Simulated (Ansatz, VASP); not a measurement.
**CdO: VASP beside Ansatz**

```
Cd O
1.0
     0.00000    2.34815    2.34815
     2.34815    0.00000    2.34815
     2.34815    2.34815    0.00000
Cd O
1 1
Direct
  0.00000 0.00000 0.00000
  0.50000 0.50000 0.50000
```

Alike in both runs: task single point; functional PBE; k mesh 8 × 8 × 8; no spin polarisation.

```csv
,VASP,Ansatz
version,VASP 6.6.1,Ansatz 0.2.0
potentials or method,"VASP PAW PBE potentials, release 64 (Cd, O), cutoff 600 eV","scalar-relativistic, plane waves, PAW"
occupations,tetrahedron,tetrahedron-uncorrected
valence electrons in the cell,18,26
```

Ansatz gave:

- gap on the k mesh at the Fermi level (eV): none
- pressure (GPa): 6.3

Question: Which values does VASP return?

Answer: gap on the k mesh at the Fermi level (eV): none; pressure (GPa): 7.6.

A gap of «none» marks a metal or a gap that the smearing closes. VASP's potentials hold 18 valence electrons a cell and Ansatz's 26, so a difference there can come from the potentials and not from the codes. Ansatz's warnings: band table not solved further.
